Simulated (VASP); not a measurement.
# Sr3Sc (I4/mmm) in VASP: single point with PBE

Aim: the single point of Sr3Sc with PBE.

Program: VASP 6.6.1. These are calculated values, not measurements. Logs are shortened: lines on timing, memory, paths and dates and some standing lists are left out, and cuts for length are marked.

**1. The cell of the first run**

Symmetry: I4/mmm, No. 139, tetragonal system. The conventional cell has a = 5.563 Å, b = 5.563 Å, c = 11.573 Å, α = 90.00°, β = 90.00°, γ = 90.00°. Sr (site symmetry 4/mmm) has 4 Sc at 3.93 Å and 8 Sr at 4.01 Å within 5.2 Å. Within 5.2 Å of Sr (site symmetry -4m2) lie 8 Sr at 3.93 to 4.01 Å and 4 Sc at 4.01 Å. Within 5.2 Å of Sc (site symmetry 4/mmm) lie 12 Sr at 3.93 to 4.01 Å.

**2. Single point, PBE**

The input, INCAR:

```
  PREC = Accurate
  ENCUT = 520
  EDIFF = 1E-6
  ISMEAR = -1
  SIGMA = 0.05
  LREAL = False
  LASPH = True
  NELM = 60
  ALGO = Fast
  ISIF = 2
  LWAVE = False
  LCHARG = True
  GGA = PE
  LELF = True
  LVHAR = True
  NBANDS = 28
```

The input, KPOINTS:

```
regular mesh
0
Gamma
  7 7 7
```

The input, POSCAR:

```
Sr3Sc
1.0
   -2.7813170000      2.7813170000      5.7867300000
    2.7813170000     -2.7813170000      5.7867300000
    2.7813170000      2.7813170000     -5.7867300000
Sr Sc
3 1
Direct
    0.5000000000      0.5000000000      0.0000000000
    0.2500000000      0.7500000000      0.5000000000
    0.7500000000      0.2500000000      0.5000000000
    0.0000000000      0.0000000000      0.0000000000
```

Potentials or basis: VASP PAW PBE potentials, release 64 (Sr_sv, Sc_sv).

The run is started by

```console
$ cat potpaw_PBE.64/Sr_sv/POTCAR potpaw_PBE.64/Sc_sv/POTCAR > POTCAR
$ mpirun -np 1 vasp_std > vasp.out
```

OUTCAR:

```text
PREC = Accurate
   ENCUT = 520
   EDIFF = 1E-6
   ISMEAR = -1
   LREAL = False
   LASPH = True
   NELM = 60
   ISIF = 2
   GGA = PE

 ion  position               nearest neighbor table
   1  0.500  0.500  0.000-   4 3.93   4 3.93   4 3.93   4 3.93   3 4.01   2 4.01   3 4.01   2 4.01
                             2 4.01   2 4.01   3 4.01   3 4.01
   2  0.250  0.750  0.500-   3 3.93   3 3.93   3 3.93   3 3.93   4 4.01   1 4.01   4 4.01   1 4.01
                             4 4.01   4 4.01   1 4.01   1 4.01
   3  0.750  0.250  0.500-   2 3.93   2 3.93   2 3.93   2 3.93   4 4.01   1 4.01   4 4.01   1 4.01
                             1 4.01   1 4.01   4 4.01   4 4.01
   4  0.000  0.000  0.000-   1 3.93   1 3.93   1 3.93   1 3.93   3 4.01   2 4.01   3 4.01   2 4.01
                             3 4.01   3 4.01   2 4.01   2 4.01

  LATTYP: Found a body centered tetragonal cell.
 ALAT       =     5.5626340000
 C/A-ratio  =     2.0805719017

  Lattice vectors:

 A1 = (  -2.7813170000,   2.7813170000,   5.7867300000)
 A2 = (   2.7813170000,  -2.7813170000,   5.7867300000)
 A3 = (   2.7813170000,   2.7813170000,  -5.7867300000)

Analysis of symmetry for initial positions (statically):
=====================================================================
 Subroutine PRICEL returns:
 Original cell was already a primitive cell.

 Routine SETGRP: Setting up the symmetry group for a
 body centered tetragonal supercell.

 Subroutine GETGRP returns: Found 16 space group operations
 (whereof 16 operations were pure point group operations)
 out of a pool of 16 trial point group operations.

The static configuration has the point symmetry D_4h.

Analysis of symmetry for dynamics (positions and initial velocities):
=====================================================================
 Subroutine PRICEL returns:
 Original cell was already a primitive cell.

 Routine SETGRP: Setting up the symmetry group for a
 body centered tetragonal supercell.

 Subroutine GETGRP returns: Found 16 space group operations
 (whereof 16 operations were pure point group operations)
 out of a pool of 16 trial point group operations.

The dynamic configuration has the point symmetry D_4h.

 Subroutine INISYM returns: Found 16 space group operations
 (whereof 16 operations are pure point group operations),
 and found     1 'primitive' translations

----------------------------------------------------------------------------------------

                                     Primitive cell

  volume of cell :     179.0582

[... 88 lines left out ...]
   LSORBIT =      F    spin-orbit coupling
   LASPH  =      T    aspherical Exc in radial PAW
   ENCUT  =  520.0 eV  38.22 Ry    6.18 a.u.  13.01 13.01 13.01*2*pi/ulx,y,z
   NELM   =     60;   NELMIN=  2; NELMDL= -5     # of ELM steps
   EDIFF  = 0.1E-05   stopping-criterion for ELM
   LREAL  =      F    real-space projection
   EDIFFG = 0.1E-04   stopping-criterion for IOM
   NSW    =      0    number of steps for IOM
   IBRION =     -1    ionic relax: 0-MD 1-quasi-New 2-CG
   NFREE  =      0    steps in history (QN), initial steepest desc. (CG)
   ISIF   =      2    stress and relaxation
   ISYM   =      2    0-nonsym 1-usesym 2-fastsym
   POTIM  = 0.5000    time-step for ionic-motion
   TEBEG  =    0.0;   TEEND  =   0.0 temperature during run
   PSTRESS=    0.0 pullay stress
   NELECT =      41.0000    total number of electrons
   NUPDOWN=      -1.0000    fix difference up-down
   EMIN   =  10.00;   EMAX   =-10.00  energy-range for DOS
   EFERMI =   0.00;   METHOD = LEGACY
   ISMEAR =    -1;   SIGMA  =   0.05  broadening in eV -4-tet -1-fermi 0-gaus
   EFERMI_NEDOS =   21; number of points for ismear=-14 and -15
   IALGO  =     68    algorithm
   IMIX   =      4    mixing-type and parameters
     AMIX     =   0.40;   BMIX     =  1.00
     AMIX_MAG =   1.60;   BMIX_MAG =  1.00
  volume/ion in A,a.u.               =      44.76       302.09
  Fermi-wavevector in a.u.,A,eV,Ry     =   1.001547  1.892650 13.647958  1.003097
  Thomas-Fermi vector in A             =   2.133976
   LORBIT       =      0    0 simple, 1 ext, 2 COOP (PROOUT), +10 PAW based schemes
   GGA     = PE    functional components
   LHFCALC =     F    Hartree Fock is set to
   AEXX    =    0.0000 exact exchange contribution
   IVDW    =     0    specifies the selected vdW correction
   LEPSILON=     F    determine dielectric tensor
   LRPA    =     F    only Hartree local field effects (RPA)
 non-spin polarized calculation
 RMM-DIIS sequential band-by-band and
  energy-cutoff  :      520.00
  volume of cell :      179.06
 maximum number of plane-waves:      4844
 NGX is ok and might be reduce to    54
   NGX = 27   NGY = 27   NGZ = 27

 number of electron      41.0000002 magnetization

 Free energy of the ion-electron system (eV)
  ---------------------------------------------------
  ext. energy  EPLUGINS =         0.00000000
  ---------------------------------------------------
  free energy    TOTEN  =       -10.02499570 eV

  energy without entropy =       -9.93884182  energy(sigma->0) =       -9.98191876

 E-fermi :   2.0135     XC(G=0):  -7.9293

 val. band max:        2.0107343340   @ k =  -0.4286   0.4286   0.4286
 cond. band min:       2.0186506280   @ k =   0.2857   0.1429   0.1429
 fundamental gap:      0.0079162940
 Fermi energy:         2.0135117681

 k-point     1 :       0.0000    0.0000    0.0000
  band No.  band energies     occupation
      1     -48.7178      2.00000
      2     -34.1700      2.00000
      3     -34.1387      2.00000
      4     -34.1232      2.00000
      5     -27.3235      2.00000
      6     -27.3235      2.00000
[... 733 lines left out ...]
     27       3.0728      0.00000
     28       3.7715      0.00000

 [... further k-points ...]
[... 5 lines left out ...]
  --------------------------------------------------------------------------------------
  -------------------------------------------------------------------------------------
  Total        0.0955094      0.0955094     -0.2757018      0.0000000     -0.0000000     -0.0000000
  in kB        0.8545993      0.8545993     -2.4669253      0.0000000     -0.0000000     -0.0000000
  external PRESSURE =      -0.2525756 kB  Pullay stress =       0.0000000 kB

 VOLUME and BASIS-vectors are now :
 -----------------------------------------------------------------------------
  energy-cutoff  :      520.00
  volume of cell :      179.06
      direct lattice vectors                 reciprocal lattice vectors
    -2.781317000  2.781317000  5.786730000     0.000000000  0.179770950  0.086404584
     2.781317000 -2.781317000  5.786730000     0.179770950  0.000000000  0.086404584
     2.781317000  2.781317000 -5.786730000     0.179770950  0.179770950  0.000000000

 POSITION                                       TOTAL-FORCE (eV/Angst)
 -----------------------------------------------------------------------------------
      0.00000      0.00000      5.78673        -0.000000      0.000000      0.000000
      2.78132     -0.00000      2.89337         0.000000     -0.000000     -0.000000
     -0.00000      2.78132      2.89337         0.000000     -0.000000     -0.000000
      0.00000      0.00000      0.00000        -0.000000      0.000000      0.000000
 -----------------------------------------------------------------------------------
    total drift:                               -0.000000      0.000000      0.000000

  FREE ENERGIE OF THE ION-ELECTRON SYSTEM (eV)
  ---------------------------------------------------
  free  energy   TOTEN  =       -10.0249957001 eV

  energy  without entropy=       -9.9388418225  energy(sigma->0) =       -9.98191876
```

Run time: 17 min. Hardware: 1 thread of Intel Xeon Platinum 8488C (Sapphire Rapids), shared host; peak memory 0.51 GiB.

What came out:

```yaml
Free_energy: -10.0250 eV
Pressure: 0.0 GPa
```

Stress tensor (GPa, compression positive):
```
 0.09  0.00  0.00
 0.00  0.09  0.00
 0.00  0.00 -0.25
```
